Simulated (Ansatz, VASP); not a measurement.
## Two plane-wave programs on TiN

Contents of POSCAR:

```
TiN
1.0
    0.0000000000      2.1190000000      2.1190000000
    2.1190000000      0.0000000000      2.1190000000
    2.1190000000      2.1190000000      0.0000000000
Ti N
1 1
Direct
    0.0000000000      0.0000000000      0.0000000000
    0.5000000000      0.5000000000      0.5000000000
```

Contents of INCAR.step1:

```
PREC = Accurate
ENCUT = 660
ISMEAR = 1
SIGMA = 0.3
LREAL = F
LASPH = T
NELM = 120
NBANDS = 16
GGA = PE
ALGO = Normal
EDIFF = 1E-5
LWAVE = T
LCHARG = F
GGA_COMPAT = F
```

File INCAR.step2:

```
PREC = Accurate
ENCUT = 660
EDIFF = 1E-6
ISMEAR = 1
SIGMA = 0.3
LREAL = F
LASPH = T
NELM = 120
ALGO = Normal
ISIF = 2
LWAVE = F
LCHARG = F
METAGGA = R2SCAN
LMIXTAU = T
NBANDS = 16
ISTART = 1
GGA_COMPAT = F
```

File KPOINTS:

```
Automatic mesh
0
Gamma
  9 9 9
```

Input for Ansatz:

```yaml
crystal:
  lattice:
    bravais: fcc
    a: 4.238
  space_group: 225
  atoms:
    - { symbol: Ti, position: [0.0, 0.0, 0.0] }
    - { symbol: "N", position: [0.5, 0.0, 0.0] }
  reduce_to_primitive: true
kpoints:
  mp_grid:
    grid: [9, 9, 9]
hamiltonian:
  xc: r2scan
  pseudopotentials:
    kind: nc
scf:
  convergence:
    dr2_threshold: 1.0e-09
  occupations:
    method: cold
    width: 0.3
output:
  stress: true
```

Alike in both runs: task single point; functional r2SCAN; k mesh 9 × 9 × 9; no spin polarisation.

|  | VASP | Ansatz |
| --- | --- | --- |
| version | VASP 6.6.1 | Ansatz 0.2.0 |
| potentials or method | VASP PAW PBE potentials, release 64 (Ti_sv, N) | plane waves, norm-conserving potentials |
| plane-wave cutoff (eV) | 660 | 1252 |
| occupations | methfessel-paxton of order 1, width 0.3 eV | cold, width 0.3 eV |
| valence electrons in the cell | 17 | 17 |

```csv
,VASP,Ansatz,Ansatz less VASP
pressure (GPa),0.4,-1.2,-1.59
```

VASP's potentials were made for PBE, not for r2SCAN. Ansatz's warnings: stress scf threshold loose.
